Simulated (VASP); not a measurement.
Write the native input for VASP 6.6.1 that does the following.

```yaml
Task: relaxation of cell and atoms
Functional: PBEsol
Potentials_or_basis: VASP PAW PBE potentials, release 64 (N, B)
Cutoff: 600 eV
k_mesh: 12 × 12 × 6
Occupations: fermi-dirac, width 0.05 eV
Spin: no spin polarisation
Target_pressure: 20 GPa
Dipole_correction: no
Further_INCAR_settings: ALGO = Normal; EDIFF = 1e-06; IBRION = 2; EDIFFG = -0.005; NSW = 80; ISIF = 3
```

The structure of BN lies in POSCAR:

```
BN
1.0
    2.5539396017      0.0000000000      0.0000000000
   -1.2769698009      2.2117765748      0.0000000000
    0.0000000000      0.0000000000      4.2268550000
N B
2 2
Direct
    0.3333333333      0.6666666667      0.1252760000
    0.6666666667      0.3333333333      0.6252760000
    0.3333333333      0.6666666667      0.4997240000
    0.6666666667      0.3333333333      0.9997240000
```

One way to write it, as run:

INCAR

```
SYSTEM = BN
PREC = Accurate
ENCUT = 600
EDIFF = 1E-6
ISMEAR = -1
SIGMA = 0.05
LREAL = .FALSE.
LASPH = .TRUE.
NELM = 80
ALGO = Normal
ISIF = 3
LWAVE = .FALSE.
LCHARG = .FALSE.
GGA = PS
IBRION = 2
NSW = 80
EDIFFG = -0.005
PSTRESS = 200.0
```

KPOINTS

```
regular mesh
0
G
  12 12 6
  0 0 0
```

Potentials or basis: VASP PAW PBE potentials, release 64 (N, B).

Launch:

```sh
$ cat potpaw_PBE.64/N/POTCAR potpaw_PBE.64/B/POTCAR > POTCAR
$ mpirun -np 1 vasp_std > vasp.out
```

Results of the run:

```yaml
Relaxed_volume: 5.61 Å³/atom
Relaxed_cell: a = 2.501 Å, b = 2.501 Å, c = 4.140 Å, α = 90.00°, β = 90.00°, γ = 120.00°
Space_group_after_relaxing_to_0.05_Å: P6_3mc (No. 186)
Energy_change_on_relaxing_the_enthalpy_is_what_falls: +14.7 meV/atom
Ionic_steps: 8
Pressure_after_relaxing: 20.0 GPa
Band_gap_on_the_k_mesh: 4.83 eV, indirect (least direct gap 8.43 eV)
```

Caveat: the cell is relaxed towards a set pressure, so the enthalpy falls and the energy may rise; the PAW data sets were made with another functional, which shifts forces and pressure a little.

Run time: 2.4 min on 1 thread of Intel Xeon 8259CL, with other jobs on the host, peak memory 0.15 GiB.
